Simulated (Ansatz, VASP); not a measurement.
# TeF in VASP and in Ansatz

```
Te F
1.0
    -2.50966    2.50966    2.15281
     2.50966   -2.50966    2.15281
     2.50966    2.50966   -2.15281
Te F
1 1
Direct
  0.00000 0.00000 0.00000
  0.50000 0.50000 0.00000
```

Change from the starting cell: species swapped into the TlF type (Fmmm, No. 69).

Alike in both runs: functional PBE; k mesh 18 × 18 × 18; occupations gaussian, width 0.1 eV; no spin polarisation.

Ansatz relaxed the structure, and its values are those at the end. VASP's run is a single point on that final structure, the one shown.

```csv
,VASP,Ansatz
version,VASP 6.6.1,Ansatz 0.2.0
potentials or method,"VASP PAW PBE potentials, release 64 (Te, F), cutoff 520 eV","scalar-relativistic, plane waves, PAW"
valence electrons in the cell,13,23
```

Ansatz gave:

```
gap on the k mesh at the Fermi level (eV) : none
pressure (GPa)                            : 0.0
```

Q: Estimate VASP's values.

A: gap on the k mesh at the Fermi level (eV): none; pressure (GPa): -0.4.

A gap of «none» marks a metal or a gap that the smearing closes. VASP's potentials hold 13 valence electrons a cell and Ansatz's 23, so a difference there can come from the potentials and not from the codes.

Spin-orbit coupling is off throughout.
